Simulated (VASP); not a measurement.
# Sb2Te4O (P-3m1) in VASP: single point with PBE

Aim: the single point of Sb2Te4O with PBE.

Everything below comes from runs of VASP 6.6.1. Logs are shortened: lines on timing, memory, paths and dates and some standing lists are left out, and cuts for length are marked.

**1. The cell of the first run**

It takes space group P-3m1 (No. 164, trigonal). The conventional cell has a = 4.142 Å, b = 4.142 Å, c = 12.703 Å, α = 90.00°, β = 90.00°, γ = 120.00°. Within 4.2 Å of Sb (site symmetry 3m) lie 6 Te at 3.06 to 3.16 Å and 1 O at 3.21 Å and 6 Sb at 4.14 Å. Te (site symmetry 3m) has 3 O at 2.73 Å and 3 Sb at 3.06 Å and 3 Te at 3.55 Å within 3.6 Å. Te (site symmetry 3m) has 3 Sb at 3.16 Å and 10 Te at 3.21 to 4.14 Å within 4.2 Å. O (site symmetry -3m) has 6 Te at 2.73 Å and 2 Sb at 3.21 Å within 3.6 Å.

The cell was built from a structure type or drawn by symmetry, and may not be a known phase.

**2. Single point, PBE**

INCAR

```
SYSTEM = Sb2Te4O
  PREC = Accurate
  ENCUT = 600
  EDIFF = 1E-6
  ISMEAR = 0
  SIGMA = 0.15
  LREAL = .FALSE.
  LASPH = .TRUE.
  NELM = 120
  ALGO = Normal
  ISIF = 2
  LWAVE = .FALSE.
  LCHARG = .TRUE.
  GGA = PE
  LELF = .TRUE.
  LVHAR = .TRUE.
  NBANDS = 29
  GGA_COMPAT = .FALSE.
```

KPOINTS

```
Automatic mesh
0
G
  4 4 1
  0 0 0
```

POSCAR

```
Sb2Te4O
1.0
    4.1418453746      0.0000000000      0.0000000000
   -2.0709226873      3.5869433129      0.0000000000
    0.0000000000      0.0000000000     12.7032219891
Sb Te O
2 4 1
Direct
    0.0000000000      0.0000000000      0.2471442643
    0.0000000000      0.0000000000      0.7528557357
    0.3333333333      0.6666666667      0.3968862146
    0.6666666667      0.3333333333      0.6031137854
    0.6666666667      0.3333333333      0.9155051173
    0.3333333333      0.6666666667      0.0844948827
    0.0000000000      0.0000000000      0.5000000000
```

Potentials or basis: VASP PAW PBE potentials, release 64 (Sb, Te, O).

Run with:

```
$ cat potpaw_PBE.64/Sb/POTCAR potpaw_PBE.64/Te/POTCAR potpaw_PBE.64/O/POTCAR > POTCAR
$ mpirun -np 1 vasp_std > vasp.out
```

OUTCAR:

```text
SYSTEM = Sb2Te4O
   PREC = Accurate
   ENCUT = 600
   EDIFF = 1E-6
   ISMEAR = 0
   LREAL = .FALSE.
   LASPH = .TRUE.
   NELM = 120
   ISIF = 2
   GGA = PE

 ion  position               nearest neighbor table
   1  0.000  0.000  0.247-   3 3.06   3 3.06   3 3.06   6 3.16   6 3.16   6 3.16
   2  0.000  0.000  0.753-   4 3.06   4 3.06   4 3.06   5 3.16   5 3.16   5 3.16
   3  0.333  0.667  0.397-   7 2.73   7 2.73   7 2.73   1 3.06   1 3.06   1 3.06   4 3.55   4 3.55
                             4 3.55
   4  0.667  0.333  0.603-   7 2.73   7 2.73   7 2.73   2 3.06   2 3.06   2 3.06   3 3.55   3 3.55
                             3 3.55
   5  0.667  0.333  0.916-   2 3.16   2 3.16   2 3.16   6 3.21   6 3.21   6 3.21
   6  0.333  0.667  0.084-   1 3.16   1 3.16   1 3.16   5 3.21   5 3.21   5 3.21
   7  0.000  0.000  0.500-   3 2.73   4 2.73   3 2.73   4 2.73   4 2.73   3 2.73

  LATTYP: Found a hexagonal cell.
 ALAT       =     4.1418453746
 C/A-ratio  =     3.0670439961

  Lattice vectors:

 A1 = (   4.1418453746,   0.0000000000,   0.0000000000)
 A2 = (  -2.0709226873,   3.5869433129,   0.0000000000)
 A3 = (   0.0000000000,   0.0000000000,  12.7032219891)

Analysis of symmetry for initial positions (statically):
=====================================================================
 Subroutine PRICEL returns:
 Original cell was already a primitive cell.

 Routine SETGRP: Setting up the symmetry group for a
 hexagonal supercell.

 Subroutine GETGRP returns: Found 12 space group operations
 (whereof 12 operations were pure point group operations)
 out of a pool of 24 trial point group operations.

The static configuration has the point symmetry D_3d.

Analysis of symmetry for dynamics (positions and initial velocities):
=====================================================================
 Subroutine PRICEL returns:
 Original cell was already a primitive cell.

 Routine SETGRP: Setting up the symmetry group for a
 hexagonal supercell.

 Subroutine GETGRP returns: Found 12 space group operations
 (whereof 12 operations were pure point group operations)
 out of a pool of 24 trial point group operations.

The dynamic configuration has the point symmetry D_3d.

 Subroutine INISYM returns: Found 12 space group operations
[... 79 lines left out ...]
   ICHARG =      2    charge: 1-file 2-atom 10-const
   ISPIN  =      1    spin polarized calculation?
   LNONCOLLINEAR =      F non collinear calculations
   LSORBIT =      F    spin-orbit coupling
   LASPH  =      T    aspherical Exc in radial PAW
   ENCUT  =  600.0 eV  44.10 Ry    6.64 a.u.   8.27  8.27 25.37*2*pi/ulx,y,z
   NELM   =    120;   NELMIN=  2; NELMDL= -5     # of ELM steps
   EDIFF  = 0.1E-05   stopping-criterion for ELM
   LREAL  =      F    real-space projection
[... 7 lines left out ...]
   TEBEG  =    0.0;   TEEND  =   0.0 temperature during run
   PSTRESS=    0.0 pullay stress
   NELECT =      40.0000    total number of electrons
   NUPDOWN=      -1.0000    fix difference up-down
   EMIN   =  10.00;   EMAX   =-10.00  energy-range for DOS
   EFERMI =   0.00;   METHOD = LEGACY
   ISMEAR =     0;   SIGMA  =   0.15  broadening in eV -4-tet -1-fermi 0-gaus
   EFERMI_NEDOS =   21; number of points for ismear=-14 and -15
   IALGO  =     38    algorithm
   IMIX   =      4    mixing-type and parameters
     AMIX     =   0.40;   BMIX     =  1.00
     AMIX_MAG =   1.60;   BMIX_MAG =  1.00
  volume/ion in A,a.u.               =      26.96       181.94
  Fermi-wavevector in a.u.,A,eV,Ry     =   0.976077  1.844518 12.962628  0.952726
  Thomas-Fermi vector in A             =   2.106667
   LORBIT       =      0    0 simple, 1 ext, 2 COOP (PROOUT), +10 PAW based schemes
   GGA     = PE    functional components
   LHFCALC =     F    Hartree Fock is set to
   AEXX    =    0.0000 exact exchange contribution
   IVDW    =     0    specifies the selected vdW correction
   LEPSILON=     F    determine dielectric tensor
   LRPA    =     F    only Hartree local field effects (RPA)
 non-spin polarized calculation
 Gauss-broadening in eV      SIGMA  =   0.15
  energy-cutoff  :      600.00
  volume of cell :      188.73
 maximum number of plane-waves:      6333
 NGX is ok and might be reduce to    36
   NGX = 17   NGY = 17   NGZ = 51

 number of electron      40.0000002 magnetization

 Free energy of the ion-electron system (eV)
  ---------------------------------------------------
  ext. energy  EPLUGINS =         0.00000000
  ---------------------------------------------------
  free energy    TOTEN  =       -24.63536857 eV

  energy without entropy =      -24.59422982  energy(sigma->0) =      -24.61479920

 E-fermi :   7.0514     XC(G=0):  -9.7341

 val. band max:        7.0120623059   @ k =   0.2500   0.0000   0.0000
 cond. band min:       7.2357111672   @ k =   0.2500   0.2500   0.0000
 fundamental gap:      0.2236488613
 Fermi energy:         7.0514456278

 k-point     1 :       0.0000    0.0000    0.0000
  band No.  band energies     occupation
      1     -10.1901      2.00000
      2      -6.2297      2.00000
      3      -5.6391      2.00000
      4      -4.9777      2.00000
      5      -3.8486      2.00000
      6      -1.6598      2.00000
[... 117 lines left out ...]
     28      10.5089      0.00000
     29      12.1915      0.00000

------------------------ aborting loop because EDIFF is reached ----------------------------------------

  FORCE on cell =-STRESS in cart. coord.  units (eV):
  Direction    XX          YY          ZZ          XY          YZ          ZX
  --------------------------------------------------------------------------------------
  -------------------------------------------------------------------------------------
  Total       -0.1055824     -0.1055824     -0.2026970     -0.0000000      0.0000000     -0.0000000
  in kB       -0.8963339     -0.8963339     -1.7207807     -0.0000000      0.0000000     -0.0000000
  external PRESSURE =      -1.1711495 kB  Pullay stress =       0.0000000 kB

 VOLUME and BASIS-vectors are now :
 -----------------------------------------------------------------------------
  energy-cutoff  :      600.00
  volume of cell :      188.73
      direct lattice vectors                 reciprocal lattice vectors
     4.141845375  0.000000000  0.000000000     0.241438274  0.139394453  0.000000000
    -2.070922687  3.586943313  0.000000000     0.000000000  0.278788905  0.000000000
     0.000000000  0.000000000 12.703221989     0.000000000  0.000000000  0.078720186

 POSITION                                       TOTAL-FORCE (eV/Angst)
 -----------------------------------------------------------------------------------
      0.00000      0.00000      3.13953        -0.000000      0.000000      0.027885
      0.00000      0.00000      9.56369        -0.000000     -0.000000     -0.027885
     -0.00000      2.39130      5.04173        -0.000000     -0.000000     -0.004576
      2.07092      1.19565      7.66149         0.000000      0.000000      0.004576
      2.07092      1.19565     11.62986         0.000000     -0.000000      0.011258
     -0.00000      2.39130      1.07336        -0.000000      0.000000     -0.011258
      0.00000      0.00000      6.35161        -0.000000      0.000000      0.000000
 -----------------------------------------------------------------------------------
    total drift:                               -0.000000     -0.000000      0.000000

  FREE ENERGIE OF THE ION-ELECTRON SYSTEM (eV)
  ---------------------------------------------------
  free  energy   TOTEN  =       -24.6353685738 eV

  energy  without entropy=      -24.5942298243  energy(sigma->0) =      -24.61479920
```

OSZICAR:

```text
N       E                     dE             d eps       ncg     rms          rms(c)
DAV:   1     0.235473893576E+03    0.23547E+03   -0.16614E+04   232   0.128E+03
DAV:   2    -0.123492978121E+01   -0.23671E+03   -0.22931E+03   289   0.197E+02
DAV:   3    -0.270268227746E+02   -0.25792E+02   -0.25009E+02   304   0.703E+01
DAV:   4    -0.277501704468E+02   -0.72335E+00   -0.72058E+00   247   0.122E+01
DAV:   5    -0.277635152890E+02   -0.13345E-01   -0.13344E-01   308   0.194E+00    0.164E+01
DAV:   6    -0.305519561069E+02   -0.27884E+01   -0.32132E+01   266   0.336E+01    0.233E+01
DAV:   7    -0.248543045479E+02    0.56977E+01   -0.28965E+01   292   0.180E+01    0.794E+00
DAV:   8    -0.246491807468E+02    0.20512E+00   -0.36126E+00   250   0.824E+00    0.343E+00
DAV:   9    -0.246986446086E+02   -0.49464E-01   -0.62429E-01   250   0.341E+00    0.290E+00
DAV:  10    -0.246407391806E+02    0.57905E-01   -0.19749E-01   276   0.178E+00    0.240E+00
DAV:  11    -0.246542709395E+02   -0.13532E-01   -0.19396E-02   252   0.647E-01    0.364E+00
DAV:  12    -0.246387652473E+02    0.15506E-01   -0.13313E-01   308   0.143E+00    0.831E-01
DAV:  13    -0.246362348455E+02    0.25304E-02   -0.13932E-02   242   0.510E-01    0.629E-01
DAV:  14    -0.246354922009E+02    0.74264E-03   -0.31083E-03   247   0.256E-01    0.247E-01
DAV:  15    -0.246353926122E+02    0.99589E-04   -0.33407E-04   268   0.831E-02    0.113E-01
DAV:  16    -0.246353671703E+02    0.25442E-04   -0.77235E-05   257   0.454E-02    0.212E-02
DAV:  17    -0.246353688085E+02   -0.16382E-05   -0.20805E-05   258   0.194E-02    0.367E-02
DAV:  18    -0.246353685738E+02    0.23470E-06   -0.10971E-06   126   0.511E-03
   1 F= -.24635369E+02 E0= -.24614799E+02  d E =-.411387E-01
```

stdout:

```text
POSCAR found type information on POSCAR SbTeO
 POSCAR found :  3 types and       7 ions
 scaLAPACK will be used
 LDA part: xc-table for (Slater+PW92), standard interpolation
 POSCAR, INCAR and KPOINTS ok, starting setup
 FFT: planning ... GRIDC
 FFT: planning ... GRID_SOFT
 FFT: planning ... GRID
 WAVECAR not read
 entering main loop
```

Run time: 2.4 min. Hardware: 1 thread of Intel Xeon 8259CL, shared host; peak memory 0.36 GiB.

What came out:

| Property | Result |
| --- | --- |
| Free energy | -24.6354 eV |
| Pressure | -0.1 GPa |
| Largest force | 0.028 eV/Å |
| Band gap on the k mesh | zero (bands 20 and 21 overlap by 0.82 eV) |

Forces on the atoms (eV/Å):
```
Sb   0.000  0.000  0.028
Sb   0.000  0.000 -0.028
Te   0.000  0.000 -0.005
Te   0.000  0.000  0.005
Te   0.000  0.000  0.011
Te   0.000  0.000 -0.011
O    0.000  0.000  0.000
```

Caveat: the k points lie up to 0.49 Å⁻¹ apart, too coarse for converged energies and pressures of a metal; spin-orbit coupling is left out, which moves the levels of the heavy elements.
